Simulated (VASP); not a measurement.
# InP (Fmmm) in VASP: further runs

Runs on InP. Level: PBE. Tasks: single point.

All numbers are computed with VASP 6.6.1; they aren't measurements. Logs are shortened: lines on timing, memory, paths and dates and some standing lists are left out, and cuts for length are marked.

## (1) The cell of the first run

Symmetry: Fmmm, No. 69, orthorhombic system. The conventional cell has a = 5.356 Å, b = 5.467 Å, c = 5.799 Å, α = 90.00°, β = 90.00°, γ = 90.00°. In (site symmetry mmm) has 6 P at 2.68 to 2.90 Å within 3.5 Å. Within 3.5 Å of P (site symmetry mmm) lie 6 In at 2.68 to 2.90 Å.

## (2) Single point, PBE

The input, INCAR:

```
SYSTEM = InP
  PREC = Accurate
  ENCUT = 520
  EDIFF = 1E-7
  ISMEAR = 0
  SIGMA = 0.15
  LREAL = .False.
  LASPH = .True.
  NELM = 100
  ALGO = Normal
  ISIF = 2
  LWAVE = .False.
  LCHARG = .False.
  GGA = PE
  NBANDS = 16
```

The input, KPOINTS:

```
regular mesh
0
Gamma
  18 18 18
  0 0 0
```

The input, POSCAR:

```
InP
1.0
    0.0000000000      2.8993883979      2.7333172811
    2.6777755648      0.0000000000      2.7333172811
    2.6777755648      2.8993883979      0.0000000000
In P
1 1
Direct
    0.0000000000      0.0000000000      0.0000000000
    0.5000000000      0.5000000000      0.5000000000
```

Potentials or basis: VASP PAW PBE potentials, release 64 (In_d, P).

Run with:

```sh
$ cat potpaw_PBE.64/In_d/POTCAR potpaw_PBE.64/P/POTCAR > POTCAR
$ mpirun -np 1 vasp_std > vasp.out
```

OUTCAR:

```text
SYSTEM = InP
   PREC = Accurate
   ENCUT = 520
   EDIFF = 1E-7
   ISMEAR = 0
   LREAL = .False.
   LASPH = .True.
   NELM = 100
   ISIF = 2
   GGA = PE

 ion  position               nearest neighbor table
   1  0.000  0.000  0.000-   2 2.68   2 2.68   2 2.73   2 2.73   2 2.90   2 2.90
   2  0.500  0.500  0.500-   1 2.68   1 2.68   1 2.73   1 2.73   1 2.90   1 2.90

  LATTYP: Found a face centered orthorhombic cell.
 ALAT       =     5.3555511296
 B/A-ratio  =     1.0207417369
 C/A-ratio  =     1.0827600476

  Lattice vectors:

 A1 = (   0.0000000000,   2.8993883979,  -2.7333172811)
 A2 = (   2.6777755648,   2.8993883979,   0.0000000000)
 A3 = (   2.6777755648,   0.0000000000,  -2.7333172811)

Analysis of symmetry for initial positions (statically):
=====================================================================
 Subroutine PRICEL returns:
 Original cell was already a primitive cell.

 Routine SETGRP: Setting up the symmetry group for a
 face centered orthorhombic supercell.

 Subroutine GETGRP returns: Found  8 space group operations
 (whereof  8 operations were pure point group operations)
 out of a pool of  8 trial point group operations.

The static configuration has the point symmetry D_2h.

Analysis of symmetry for dynamics (positions and initial velocities):
=====================================================================
 Subroutine PRICEL returns:
 Original cell was already a primitive cell.

 Routine SETGRP: Setting up the symmetry group for a
 face centered orthorhombic supercell.

 Subroutine GETGRP returns: Found  8 space group operations
 (whereof  8 operations were pure point group operations)
 out of a pool of  8 trial point group operations.

The dynamic configuration has the point symmetry D_2h.

 Subroutine INISYM returns: Found  8 space group operations
 (whereof  8 operations are pure point group operations),
 and found     1 'primitive' translations

----------------------------------------------------------------------------------------

                                     Primitive cell

  volume of cell :      42.4425

  direct lattice vectors                    reciprocal lattice vectors
     0.000000000  2.899388398  2.733317281    -0.186722146  0.172450162  0.182927904
     2.677775565  0.000000000  2.733317281     0.186722146 -0.172450162  0.182927904
     2.677775565  2.899388398  0.000000000     0.186722146  0.172450162 -0.182927904

  length of vectors
     3.984655122  3.826422002  3.946762605     0.313156249  0.313156249  0.313156249

  position of ions in fractional coordinates (direct lattice)
     0.000000000  0.000000000  0.000000000
     0.500000000  0.500000000  0.500000000

  ion indices of the primitive-cell ions
   primitive index   ion index
                 1           1
                 2           2

----------------------------------------------------------------------------------------

 KPOINTS: regular mesh

Automatic generation of k-mesh.
 Grid dimensions read from file:
 generate k-points for:   18   18   18

 Generating k-lattice:

  Cartesian coordinates                     Fractional coordinates (reciprocal lattice)
    -0.010373453  0.009580565  0.010162661     0.055555556  0.000000000 -0.000000000
     0.010373453 -0.009580565  0.010162661     0.000000000  0.055555556  0.000000000
     0.010373453  0.009580565 -0.010162661    -0.000000000  0.000000000  0.055555556

  Length of vectors
     0.017397569  0.017397569  0.017397569

  Shift w.r.t. Gamma in fractional coordinates (k-lattice)
     0.000000000  0.000000000  0.000000000

 Subroutine IBZKPT returns following result:
 ===========================================

 Found    865 irreducible k-points:

 Following reciprocal coordinates:
            Coordinates               Weight
  0.000000  0.000000  0.000000      1.000000
  0.055556 -0.000000 -0.000000      8.000000
  0.111111 -0.000000 -0.000000      8.000000
  0.166667 -0.000000 -0.000000      8.000000
  0.222222  0.000000  0.000000      8.000000
  0.277778 -0.000000  0.000000      8.000000
[... 16 lines left out ...]
 -0.277778  0.055556  0.000000      8.000000
 -0.222222  0.055556  0.000000      8.000000
 [... further k-points ...]
   k-points           NKPTS =    865   k-points in BZ     NKDIM =    865   number of bands    NBANDS=     16
   number of dos      NEDOS =    301   number of ions     NIONS =      2
   total plane-waves  NPLWV =  25200
   dimension x,y,z NGX =    30 NGY =   28 NGZ =   30
   dimension x,y,z NGXF=    60 NGYF=   56 NGZF=   60
   ions per type =               1   1
   NGX,Y,Z   is equivalent  to a cutoff of  12.52, 12.17, 12.64 a.u.
   NGXF,Y,Z  is equivalent  to a cutoff of  25.03, 24.33, 25.27 a.u.
 SYSTEM =  InP
   PREC   = accura    normal or accurate (medium, high low for compatibility)
   ISTART =      0    job   : 0-new  1-cont  2-samecut
   ICHARG =      2    charge: 1-file 2-atom 10-const
   ISPIN  =      1    spin polarized calculation?
   LNONCOLLINEAR =      F non collinear calculations
   LSORBIT =      F    spin-orbit coupling
   LASPH  =      T    aspherical Exc in radial PAW
   ENCUT  =  520.0 eV  38.22 Ry    6.18 a.u.   7.41  7.11  7.34*2*pi/ulx,y,z
   NELM   =    100;   NELMIN=  2; NELMDL= -5     # of ELM steps
   EDIFF  = 0.1E-06   stopping-criterion for ELM
   LREAL  =      F    real-space projection
   EDIFFG = 0.1E-05   stopping-criterion for IOM
   NSW    =      0    number of steps for IOM
   IBRION =     -1    ionic relax: 0-MD 1-quasi-New 2-CG
   NFREE  =      0    steps in history (QN), initial steepest desc. (CG)
   ISIF   =      2    stress and relaxation
   ISYM   =      2    0-nonsym 1-usesym 2-fastsym
   POTIM  = 0.5000    time-step for ionic-motion
   TEBEG  =    0.0;   TEEND  =   0.0 temperature during run
   PSTRESS=    0.0 pullay stress
   NELECT =      18.0000    total number of electrons
   NUPDOWN=      -1.0000    fix difference up-down
   EMIN   =  10.00;   EMAX   =-10.00  energy-range for DOS
   EFERMI =   0.00;   METHOD = LEGACY
   ISMEAR =     0;   SIGMA  =   0.15  broadening in eV -4-tet -1-fermi 0-gaus
   EFERMI_NEDOS =   21; number of points for ismear=-14 and -15
   IALGO  =     38    algorithm
   IMIX   =      4    mixing-type and parameters
     AMIX     =   0.40;   BMIX     =  1.00
     AMIX_MAG =   1.60;   BMIX_MAG =  1.00
  volume/ion in A,a.u.               =      21.22       143.21
  Fermi-wavevector in a.u.,A,eV,Ry     =   1.229982  2.324329 20.583655  1.512856
  Thomas-Fermi vector in A             =   2.364848
   LORBIT       =      0    0 simple, 1 ext, 2 COOP (PROOUT), +10 PAW based schemes
   GGA     = PE    functional components
   LHFCALC =     F    Hartree Fock is set to
   AEXX    =    0.0000 exact exchange contribution
   IVDW    =     0    specifies the selected vdW correction
   LEPSILON=     F    determine dielectric tensor
   LRPA    =     F    only Hartree local field effects (RPA)
 non-spin polarized calculation
 Gauss-broadening in eV      SIGMA  =   0.15
  energy-cutoff  :      520.00
  volume of cell :       42.44
 maximum number of plane-waves:      1158
 NGX is ok and might be reduce to    30
   NGX = 15   NGY = 15   NGZ = 15

 number of electron      18.0000001 magnetization

 Free energy of the ion-electron system (eV)
  ---------------------------------------------------
  ext. energy  EPLUGINS =         0.00000000
  ---------------------------------------------------
  free energy    TOTEN  =        -7.87631303 eV

  energy without entropy =       -7.86284322  energy(sigma->0) =       -7.86957813

 E-fermi :   7.0498     XC(G=0): -10.3910

 val. band max:        7.0438033304   @ k =  -0.2778   0.1667  -0.0000
 cond. band min:       7.0534197497   @ k =   0.3889   0.0556   0.0000
 fundamental gap:      0.0096164193
 Fermi energy:         7.0497836353

 k-point     1 :       0.0000    0.0000    0.0000
  band No.  band energies     occupation
      1      -7.2181      2.00000
      2      -7.1956      2.00000
      3      -7.1942      2.00000
      4      -7.1650      2.00000
      5      -7.1543      2.00000
      6      -4.9744      2.00000
[... 8 lines left out ...]
     15      15.9092      0.00000
     16      16.1488      0.00000

 k-point     2 :       0.0556   -0.0000   -0.0000
  band No.  band energies     occupation
      1      -7.2185      2.00000
      2      -7.1961      2.00000
      3      -7.1934      2.00000
      4      -7.1641      2.00000
      5      -7.1535      2.00000
      6      -4.9367      2.00000
[... 8 lines left out ...]
     15      15.5467      0.00000
     16      16.1220      0.00000

 k-point     3 :       0.1111   -0.0000   -0.0000
  band No.  band energies     occupation
      1      -7.2208      2.00000
      2      -7.2014      2.00000
      3      -7.1869      2.00000
      4      -7.1614      2.00000
      5      -7.1503      2.00000
      6      -4.8237      2.00000
[... 8 lines left out ...]
     15      15.0876      0.00000
     16      15.8050      0.00000

 k-point     4 :       0.1667   -0.0000   -0.0000
  band No.  band energies     occupation
      1      -7.2262      2.00000
      2      -7.2097      2.00000
      3      -7.1785      2.00000
      4      -7.1558      2.00000
      5      -7.1434      2.00000
      6      -4.6374      2.00000
[... 8 lines left out ...]
     15      15.1616      0.00000
     16      15.6033      0.00000
[... 324 lines left out ...]
 k-point    22 :      -0.3333    0.0556   -0.0000
  band No.  band energies     occupation
      1      -7.2590      2.00000
      2      -7.2428      2.00000
      3      -7.1770      2.00000
      4      -7.1101      2.00000
      5      -7.1051      2.00000
      6      -3.5533      2.00000
[... 8 lines left out ...]
     15      16.7743      0.00000
     16      17.7335      0.00000

 k-point    23 :      -0.2778    0.0556    0.0000
  band No.  band energies     occupation
      1      -7.2479      2.00000
      2      -7.2350      2.00000
      3      -7.1756      2.00000
      4      -7.1247      2.00000
      5      -7.1166      2.00000
      6      -3.9184      2.00000
[... 8 lines left out ...]
     15      16.1309      0.00000
     16      17.0537      0.00000

 k-point    24 :      -0.2222    0.0556    0.0000
  band No.  band energies     occupation
      1      -7.2382      2.00000
      2      -7.2242      2.00000
      3      -7.1762      2.00000
      4      -7.1395      2.00000
      5      -7.1283      2.00000
      6      -4.2504      2.00000
[... 8 lines left out ...]
     15      15.8057      0.00000
     16      16.4368      0.00000

 [... further k-points ...]
[... 5 lines left out ...]
  --------------------------------------------------------------------------------------
  -------------------------------------------------------------------------------------
  Total        1.1646443     -0.9285987      0.4002264      0.0000000      0.0000000      0.0000000
  in kB       43.9646148    -35.0540354     15.1083039      0.0000000      0.0000000      0.0000000
  external PRESSURE =       8.0062945 kB  Pullay stress =       0.0000000 kB

 VOLUME and BASIS-vectors are now :
 -----------------------------------------------------------------------------
  energy-cutoff  :      520.00
  volume of cell :       42.44
      direct lattice vectors                 reciprocal lattice vectors
     0.000000000  2.899388398  2.733317281    -0.186722146  0.172450162  0.182927904
     2.677775565  0.000000000  2.733317281     0.186722146 -0.172450162  0.182927904
     2.677775565  2.899388398  0.000000000     0.186722146  0.172450162 -0.182927904

 POSITION                                       TOTAL-FORCE (eV/Angst)
 -----------------------------------------------------------------------------------
      0.00000      0.00000      0.00000        -0.000000     -0.000000      0.000000
      2.67778      2.89939      2.73332         0.000000      0.000000     -0.000000
 -----------------------------------------------------------------------------------
    total drift:                               -0.000000      0.000000      0.000000

  FREE ENERGIE OF THE ION-ELECTRON SYSTEM (eV)
  ---------------------------------------------------
  free  energy   TOTEN  =        -7.8763130295 eV

  energy  without entropy=       -7.8628432213  energy(sigma->0) =       -7.86957813
```

It took 4.1 min on 1 thread of AMD EPYC 9R45 (Zen 5), shared host; peak memory 0.6 GiB.

Results:

- Free energy: -7.8763 eV
- Pressure: 0.8 GPa
- Band gap on the k mesh: zero (band 9 reaches 7.45 eV, above the bottom of band 10 at 4.91 eV)

Stress tensor (GPa, compression positive):
```
 4.40  0.00  0.00
 0.00 -3.51  0.00
 0.00  0.00  1.51
```

Caveat: the cell differs from its parent crystal (strain +e along x and -e along y -0.0400, strain +e along z and -e/2 along x and y -0.0133); spin-orbit coupling is left out, which moves the levels of the heavy elements.

(Continued in part 2 of 2.)
